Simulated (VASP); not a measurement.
# HfN (Fm-3m) in VASP: single point with PBEsol

Aim: the single point of HfN with PBEsol.

Everything below comes from runs of VASP 6.6.1. Logs are shortened: lines on timing, memory, paths and dates and some standing lists are left out, and cuts for length are marked.

## 1. The cell of the first run

It takes space group Fm-3m (No. 225, cubic). Conventional cell: a = 4.502 Å, b = 4.502 Å, c = 4.502 Å, α = 90.00°, β = 90.00°, γ = 90.00°. Within 3.0 Å of Hf (site symmetry m-3m) lie 6 N at 2.25 Å. Within 3.0 Å of N (site symmetry m-3m) lie 6 Hf at 2.25 Å.

## 2. Single point, PBEsol

INCAR

```
  ALGO = Normal
  EDIFF = 1E-7
  ENCUT = 520
  GGA = PS
  ISIF = 2
  ISMEAR = 0
  LASPH = T
  LCHARG = T
  LELF = T
  LREAL = F
  LVHAR = T
  LWAVE = F
  NBANDS = 14
  NELM = 80
  PREC = Accurate
  SIGMA = 0.15
```

KPOINTS

```
k-points
0
Gamma
  14 14 14
```

POSCAR

```
HfN
1.0
    0.0000224730      2.2508990543      2.2508667536
    2.2509034076      0.0000002417      2.2508889849
    2.2508892945      2.2509071725      0.0000143548
Hf N
1 1
Direct
    0.0000002903      0.0000002083     -0.0000002958
    0.4999997097      0.4999997917      0.5000002958
```

Potentials or basis: VASP PAW PBE potentials, release 64 (Hf_pv, N).

The run is started by

```sh
$ cat potpaw_PBE.64/Hf_pv/POTCAR potpaw_PBE.64/N/POTCAR > POTCAR
$ mpirun -np 1 vasp_std > vasp.out
```

OUTCAR:

```text
EDIFF = 1E-7
   ENCUT = 520
   GGA = PS
   ISIF = 2
   ISMEAR = 0
   LASPH = T
   LREAL = F
   NELM = 80
   PREC = Accurate

 ion  position               nearest neighbor table
   1  0.000  0.000  1.000-   2 2.25   2 2.25   2 2.25   2 2.25   2 2.25   2 2.25
   2  0.500  0.500  0.500-   1 2.25   1 2.25   1 2.25   1 2.25   1 2.25   1 2.25

  LATTYP: Found a face centered cubic cell.
 ALAT       =     4.5017923925

  Lattice vectors:

 A1 = (  -2.2509034076,  -0.0000002417,  -2.2508889849)
 A2 = (  -2.2508809346,   2.2508988126,  -0.0000222313)
 A3 = (  -0.0000141131,   2.2509069308,  -2.2508746301)

Analysis of symmetry for initial positions (statically):
=====================================================================
 Subroutine PRICEL returns:
 Original cell was already a primitive cell.

 Routine SETGRP: Setting up the symmetry group for a
 face centered cubic supercell.

 Subroutine GETGRP returns: Found 48 space group operations
 (whereof 48 operations were pure point group operations)
 out of a pool of 48 trial point group operations.

The static configuration has the point symmetry O_h .

Analysis of symmetry for dynamics (positions and initial velocities):
=====================================================================
 Subroutine PRICEL returns:
 Original cell was already a primitive cell.

 Routine SETGRP: Setting up the symmetry group for a
 face centered cubic supercell.

 Subroutine GETGRP returns: Found 48 space group operations
 (whereof 48 operations were pure point group operations)
 out of a pool of 48 trial point group operations.

The dynamic configuration has the point symmetry O_h .

 Subroutine INISYM returns: Found 48 space group operations
 (whereof 48 operations are pure point group operations),
 and found     1 'primitive' translations

----------------------------------------------------------------------------------------

                                     Primitive cell

  volume of cell :      22.8082

  direct lattice vectors                    reciprocal lattice vectors
     0.000022473  2.250899054  2.250866754    -0.222137056  0.222133875  0.222138455
     2.250903408  0.000000242  2.250888985     0.222133445 -0.222133097  0.222134067
     2.250889294  2.250907172  0.000014355     0.222136231  0.222132272 -0.222137678

  length of vectors
     3.183229130  3.183247928  3.183250809     0.384751638  0.384746571  0.384749788

  position of ions in fractional coordinates (direct lattice)
[... 83 lines left out ...]
   IBRION =     -1    ionic relax: 0-MD 1-quasi-New 2-CG
   NFREE  =      0    steps in history (QN), initial steepest desc. (CG)
   ISIF   =      2    stress and relaxation
   ISYM   =      2    0-nonsym 1-usesym 2-fastsym
   POTIM  = 0.5000    time-step for ionic-motion
   TEBEG  =    0.0;   TEEND  =   0.0 temperature during run
   PSTRESS=    0.0 pullay stress
   NELECT =      15.0000    total number of electrons
   NUPDOWN=      -1.0000    fix difference up-down
   EMIN   =  10.00;   EMAX   =-10.00  energy-range for DOS
   EFERMI =   0.00;   METHOD = LEGACY
   ISMEAR =     0;   SIGMA  =   0.15  broadening in eV -4-tet -1-fermi 0-gaus
   EFERMI_NEDOS =   21; number of points for ismear=-14 and -15
   IALGO  =     38    algorithm
   IMIX   =      4    mixing-type and parameters
     AMIX     =   0.40;   BMIX     =  1.00
     AMIX_MAG =   1.60;   BMIX_MAG =  1.00
  volume/ion in A,a.u.               =      11.40        76.96
  Fermi-wavevector in a.u.,A,eV,Ry     =   1.423667  2.690340 27.576659  2.026827
  Thomas-Fermi vector in A             =   2.544240
   LORBIT       =      0    0 simple, 1 ext, 2 COOP (PROOUT), +10 PAW based schemes
   GGA     = PS    functional components
   LHFCALC =     F    Hartree Fock is set to
   AEXX    =    0.0000 exact exchange contribution
   IVDW    =     0    specifies the selected vdW correction
   LEPSILON=     F    determine dielectric tensor
   LRPA    =     F    only Hartree local field effects (RPA)
 non-spin polarized calculation
 Gauss-broadening in eV      SIGMA  =   0.15
  energy-cutoff  :      520.00
  volume of cell :       22.81
 maximum number of plane-waves:       636
   NGX = 11   NGY = 11   NGZ = 11

 number of electron      14.9999981 magnetization

 Free energy of the ion-electron system (eV)
  ---------------------------------------------------
  ext. energy  EPLUGINS =         0.00000000
  ---------------------------------------------------
  free energy    TOTEN  =       -22.99297264 eV

  energy without entropy =      -22.98446892  energy(sigma->0) =      -22.98872078

 E-fermi :   8.2869     XC(G=0): -12.9504

 val. band max:        8.2627185777   @ k =   0.5000   0.2143   0.0000
 cond. band min:       8.3022248177   @ k =   0.1429   0.0000   0.0000
 fundamental gap:      0.0395062400
 Fermi energy:         8.2869042232

 k-point     1 :       0.0000    0.0000    0.0000
  band No.  band energies     occupation
      1     -22.7232      2.00000
      2     -22.7230      2.00000
      3     -22.7229      2.00000
      4      -9.2074      2.00000
      5       5.2990      2.00000
      6       5.2990      2.00000
      7       5.2990      2.00000
      8       7.9172      1.99951
      9       7.9173      1.99951
     10       7.9176      1.99950
     11      10.2106      0.00000
     12      10.2647      0.00000
     13      10.2648      0.00000
     14      17.8591      0.00000
[... 377 lines left out ...]
      1     -23.2335      2.00000
      2     -22.8402      2.00000
      3     -22.8243      2.00000
      4      -7.8981      2.00000
      5       1.5061      2.00000
      6       3.4866      2.00000
      7       3.8723      2.00000
      8       7.2124      2.00000
      9      10.7272      0.00000
     10      10.8432      0.00000
     11      12.2379      0.00000
     12      12.2883      0.00000
     13      15.9076      0.00000
     14      20.5915      0.00000

 [... further k-points ...]
[... 5 lines left out ...]
  --------------------------------------------------------------------------------------
  -------------------------------------------------------------------------------------
  Total       -0.3091775     -0.3091824     -0.3091735     -0.0000011      0.0000011     -0.0000050
  in kB      -21.7183990    -21.7187440    -21.7181207     -0.0000807      0.0000760     -0.0003530
  external PRESSURE =     -21.7184212 kB  Pullay stress =       0.0000000 kB

 VOLUME and BASIS-vectors are now :
 -----------------------------------------------------------------------------
  energy-cutoff  :      520.00
  volume of cell :       22.81
      direct lattice vectors                 reciprocal lattice vectors
     0.000022473  2.250899054  2.250866754    -0.222137056  0.222133875  0.222138455
     2.250903408  0.000000242  2.250888985     0.222133445 -0.222133097  0.222134067
     2.250889294  2.250907172  0.000014355     0.222136231  0.222132272 -0.222137678

 POSITION                                       TOTAL-FORCE (eV/Angst)
 -----------------------------------------------------------------------------------
      2.25089      2.25091      0.00002        -0.000000     -0.000000     -0.000000
      2.25091      2.25090      2.25088         0.000000      0.000000      0.000000
 -----------------------------------------------------------------------------------
    total drift:                               -0.000086     -0.000005      0.000489

  FREE ENERGIE OF THE ION-ELECTRON SYSTEM (eV)
  ---------------------------------------------------
  free  energy   TOTEN  =       -22.9929726370 eV

  energy  without entropy=      -22.9844689185  energy(sigma->0) =      -22.98872078
```

OSZICAR:

```text
N       E                     dE             d eps       ncg     rms          rms(c)
DAV:   1     0.370992411731E+02    0.37099E+02   -0.77634E+03  2920   0.101E+03
DAV:   2    -0.236874894455E+02   -0.60787E+02   -0.57008E+02  3806   0.237E+02
DAV:   3    -0.257153821092E+02   -0.20279E+01   -0.20188E+01  3334   0.353E+01
DAV:   4    -0.257224734631E+02   -0.70914E-02   -0.70905E-02  3518   0.246E+00
DAV:   5    -0.257225134017E+02   -0.39939E-04   -0.39939E-04  3332   0.160E-01    0.513E+01
DAV:   6    -0.231096164170E+02    0.26129E+01   -0.72343E+00  3254   0.209E+01    0.427E+01
DAV:   7    -0.230235242624E+02    0.86092E-01   -0.44080E-01  3644   0.580E+00    0.260E+01
DAV:   8    -0.229980824777E+02    0.25442E-01   -0.10084E-01  3452   0.266E+00    0.507E+00
DAV:   9    -0.229931616722E+02    0.49208E-02   -0.14343E-02  3368   0.942E-01    0.198E+00
DAV:  10    -0.229930113080E+02    0.15036E-03   -0.11541E-03  3894   0.320E-01    0.483E-01
DAV:  11    -0.229929743282E+02    0.36980E-04   -0.86665E-05  3508   0.923E-02    0.828E-02
DAV:  12    -0.229929730239E+02    0.13042E-05   -0.74800E-06  3722   0.232E-02    0.289E-02
DAV:  13    -0.229929727210E+02    0.30290E-06   -0.19595E-07  3316   0.419E-03    0.196E-03
DAV:  14    -0.229929726370E+02    0.84033E-07   -0.19272E-08  2170   0.122E-03
   1 F= -.22992973E+02 E0= -.22988721E+02  d E =-.850372E-02
```

Wall time 48 s (1 thread of AMD EPYC 7R13, shared host); peak memory 0.14 GiB.

Results:

| Quantity | Value |
| --- | --- |
| Free energy | -22.9930 eV |
| Pressure | -2.2 GPa |
| Band gap on the k mesh | zero (an odd number of electrons rules out a gap without spin polarisation) |

Caveat: the PAW data sets were made with another functional, which shifts forces and pressure a little; spin-orbit coupling is left out, which moves the levels of the heavy elements.

The gap in the log of VASP goes by the Fermi energy; the results here count the filled bands.